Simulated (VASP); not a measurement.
Set up this calculation in VASP 6.6.1, as the native input.

| Quantity | Value |
| --- | --- |
| Task | relaxation of cell and atoms |
| Functional | BLYP |
| Dispersion | D4 |
| Potentials or basis | VASP PAW PBE potentials, release 64 (As) |
| Cutoff | 600 eV |
| k mesh | 10 × 10 × 10 |
| Occupations | fermi-dirac, width 0.05 eV |
| Spin | no spin polarisation |
| Dipole correction | no |
| Further INCAR settings | ALGO = Normal; EDIFF = 1e-06; IBRION = 2; EDIFFG = -0.01; NSW = 60; ISIF = 3 |

The structure of As lies in POSCAR:

```
As
1.0
    2.7036817444      0.0000000000      0.0000000000
    0.0000000000      2.7036817444      0.0000000000
    0.0000000000      0.0000000000      2.7036817444
As
1
Direct
    0.5000000000      0.5000000000      0.5000000000
```

The input as run:

INCAR

```
AGGAC = 1.0 ; AGGAX = 1.0
ALDAC = 0.0 ; ALDAX = 1.0
ALGO = Normal ; EDIFF = 1E-6
EDIFFG = -0.01 ; ENCUT = 600
GGA = B5 ; IBRION = 2
ISIF = 3 ; ISMEAR = -1
IVDW = 13 ; LASPH = T
LCHARG = F ; LREAL = F
LWAVE = F ; NELM = 100
NSW = 60 ; PREC = Accurate
SIGMA = 0.05 ; VDW_A1 = 0.44488865
VDW_A2 = 4.0933009 ; VDW_S6 = 1.0
VDW_S8 = 2.34076671
```

KPOINTS

```
k-points
0
Gamma
  10 10 10
```

Potentials or basis: VASP PAW PBE potentials, release 64 (As).

Run with:

```console
$ cat potpaw_PBE.64/As/POTCAR > POTCAR
$ mpirun -np 1 vasp_std > vasp.out
```

It gave:

```
Relaxed volume                         : 20.15 Å³/atom
Relaxed cell                           : a = 2.721 Å, b = 2.721 Å, c = 2.721 Å, α = 90.00°, β = 90.00°, γ = 90.00°
Space group after relaxing (to 0.05 Å) : Pm-3m (No. 221)
Energy gained by relaxing              : 1.9 meV/atom
Ionic steps                            : 3
Pressure after relaxing                : 0.0 GPa
Dispersion energy per atom             : -0.928 eV
```

Caveat: the PAW data sets were made with another functional, which shifts forces and pressure a little; pairwise dispersion overbinds metals, which lowers pressure and volume.

It took 19 s on 1 thread of Intel(R) Xeon(R) Platinum 8259CL CPU @ 2.50GHz (Skylake/Cascade Lake), on a shared host, peak memory 0.14 GiB.
